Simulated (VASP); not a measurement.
Here is a VASP 6.6.1 calculation.

Contents of INCAR:

```
ALGO     = Normal         # electronic algorithm
EDIFF    = 1E-6           # SCF threshold, eV
ENCUT    = 520            # plane-wave cutoff, eV
GGA      = PS             # functional
ISIF     = 2              # what is computed and relaxed
ISMEAR   = 0              # smearing method
LASPH    = True           # aspherical terms in the spheres
LCHARG   = False          # write CHGCAR
LREAL    = False          # projectors in reciprocal space
LWAVE    = False          # write WAVECAR
NBANDS   = 35             # bands
NELM     = 100            # most SCF steps
PREC     = Accurate       # precision mode
SIGMA    = 0.02           # smearing width, eV
```

Contents of KPOINTS:

```
k-points
0
Gamma
  15 15 4
```

The input POSCAR:

```
MoS2
1.0
    3.0451104444      0.0000000000      0.0000000000
   -1.5225552222      2.6371430022      0.0000000000
    0.0000000000      0.0000000000     11.1725662549
Mo S
2 4
Direct
    0.3333333333      0.6666666667      0.2500000000
    0.6666666667      0.3333333333      0.7500000000
    0.3333333333      0.6666666667      0.6094878507
    0.6666666667      0.3333333333      0.1094878507
    0.3333333333      0.6666666667      0.8905121493
    0.6666666667      0.3333333333      0.3905121493
```

Potentials or basis: VASP PAW PBE potentials, release 64 (Mo_sv, S).

Run with:

```console
$ cat potpaw_PBE.64/Mo_sv/POTCAR potpaw_PBE.64/S/POTCAR > POTCAR
$ mpirun -np 1 vasp_std > vasp.out
```

Question: Predict the largest force.

Answer: 0.010 eV/Å.

Question: What does it give for the band gap on the k mesh?

Answer: 0.20 eV (least direct gap 1.50 eV).

Question: Estimate the pressure.

Answer: 13.7 GPa.

Forces in eV/Å, atoms in the order of the input:
```
Mo   0.000  0.000  0.000
Mo   0.000  0.000  0.000
S    0.000  0.000  0.010
S    0.000  0.000  0.010
S    0.000  0.000 -0.010
S    0.000  0.000 -0.010
```

Caveat: the cell stands under pressure; the PAW data sets were made with another functional, which shifts forces and pressure a little. A k mesh can miss the band edges.
